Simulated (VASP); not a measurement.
# TiCo: single point with BLYP

TiCo:

```
Co Ti
1.0
     2.98611    0.00000    0.00000
     0.00000    2.98611    0.00000
     0.00000    0.00000    2.98611
Co Ti
1 1
Direct
  0.50000 0.50000 0.50000
  0.00000 0.00000 0.00000
```

| Item | Value |
| --- | --- |
| Program | VASP 6.6.1 |
| Task | single point |
| Functional | BLYP |
| Potentials or basis | VASP PAW PBE potentials, release 64 (Co_sv, Ti_sv) |
| Cutoff | 510 eV |
| k mesh | 5 × 5 × 5 |
| Occupations | fermi-dirac, width 0.05 eV |
| Spin | collinear spin, ferromagnetic start |
| Starting moments | [2.0, 1.0] μB |
| Dipole correction | no |
| k mesh for the DOS | 8 × 8 × 8 |
| Occupations for the DOS | tetrahedron |
| Further INCAR settings | ALGO = Normal; EDIFF = 1e-06 |

```
Net moment                                            : 0.90 μB per cell
Site moments                                          : Co +0.92; Ti -0.00 μB
Valence electrons inside the program's atomic spheres : Co 15.11; Ti 10.36
```

Levels at points of the mesh, in eV from the Fermi level:
Spin up:
| k point | band 13 | band 14 | band 15 | band 16 | band 17 | band 18 |
| --- | --- | --- | --- | --- | --- | --- |
| (0.00, 0.00, 0.00) | -1.86 | -1.86 | 0.48 | 0.48 | 2.52 | 2.52 |
| (0.50, 0.00, 0.00) | -1.95 | -1.49 | -0.70 | -0.53 | 0.54 | 0.54 |
| (0.50, 0.50, 0.00) | -1.43 | -0.76 | 0.83 | 0.83 | 1.08 | 2.34 |
| (0.50, 0.50, 0.50) | -2.10 | -2.10 | -1.40 | -1.40 | 3.05 | 3.05 |
Spin down:
| k point | band 12 | band 13 | band 14 | band 15 | band 16 | band 17 |
| --- | --- | --- | --- | --- | --- | --- |
| (0.00, 0.00, 0.00) | -1.34 | -1.34 | -1.34 | 1.03 | 1.03 | 2.67 |
| (0.50, 0.00, 0.00) | -1.40 | -1.40 | -0.89 | -0.79 | 0.60 | 0.60 |
| (0.50, 0.50, 0.00) | -2.31 | 0.04 | 0.31 | 0.83 | 0.83 | 1.23 |
| (0.50, 0.50, 0.50) | -2.05 | -2.05 | -2.05 | 0.07 | 0.07 | 3.00 |

Wall time 39 s on 1 thread of AMD EPYC 9R45 96-Core Processor (Zen 5), on a shared host, peak memory 0.13 GiB.

Caveat: the k points lie up to 0.42 Å⁻¹ apart.
